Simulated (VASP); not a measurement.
InSb, 2 atoms in the cell. Symmetry: R-3m, No. 166, trigonal system. Conventional cell: a = 6.784 Å, b = 6.784 Å, c = 4.155 Å, α = 90.00°, β = 90.00°, γ = 120.00°. In (site symmetry -3m) has 2 Sb at 2.08 Å within 2.8 Å. Sb (site symmetry -3m) has 2 In at 2.08 Å within 2.8 Å.  This cell differs from its parent crystal: ratio of the length along [111] to the lengths across it x 0.5, volume and fractional coordinates fixed.

| Item | Value |
| --- | --- |
| Program | VASP 6.6.1 |
| Task | single point |
| Functional | PBE |
| Dispersion | D3(BJ) |
| Potentials or basis | VASP PAW PBE potentials, release 64 (In_d, Sb) |
| Cutoff | 520 eV |
| k mesh | 14 × 14 × 14 |
| Occupations | gaussian, width 0.15 eV |
| Spin | no spin polarisation |
| Dipole correction | no |
| Further INCAR settings | ALGO = Fast; EDIFF = 1e-06; NBANDS = 16 |

Potentials or basis: VASP PAW PBE potentials, release 64 (In_d, Sb).

Command:

```console
$ cat potpaw_PBE.64/In_d/POTCAR potpaw_PBE.64/Sb/POTCAR > POTCAR
$ mpirun -np 1 vasp_std > vasp.out
```

Hardware: 1 thread of Oxide Virtual Turin-like Processor, with other jobs on the host.

**Question.** Estimate the wall time of this run.

**Answer.** It took 5.8 min on 1 thread of Oxide Virtual Turin-like Processor (shared host), peak memory 0.37 GiB. Counts: scf iterations 15, k points 288.
